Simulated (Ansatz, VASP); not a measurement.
## Ge4H: VASP beside Ansatz

```
CELL_PARAMETERS angstrom
4.03036 0.00000 0.00000
0.00000 4.03036 0.00000
0.00000 0.00000 21.64166
ATOMIC_POSITIONS crystal
Ge 0.00000 0.50000 0.18483
Ge 0.00000 0.00000 0.25067
Ge 0.50000 0.00000 0.31966
Ge 0.50000 0.50000 0.38544
H 0.87500 0.62500 0.53793
```

Alike in both runs: task single point; functional PBE; dispersion D3(BJ); k mesh 7 × 7 × 1; occupations gaussian, width 0.1 eV; no spin polarisation.

```csv
,VASP,Ansatz
version,VASP 6.6.1,Ansatz 0.2.0
potentials or method,"VASP PAW PBE potentials, release 64 (Ge_d, H), cutoff 520 eV","scalar-relativistic, plane waves, PAW"
valence electrons in the cell,57,57
```

|  | VASP | Ansatz | Ansatz less VASP |
| --- | --- | --- | --- |
| gap on the k mesh at the Fermi level (eV) | none | none | - |
| rms of the force components (eV/Å) | 0.176 | 0.176 | -0.0007 |
| work function, face that differs most (eV) | 6.48 | 6.49 | +0.002 |

Atom by atom the forces differ by 0.002 eV/Å (rms over components). A gap of «none» marks a metal or a gap that the smearing closes.
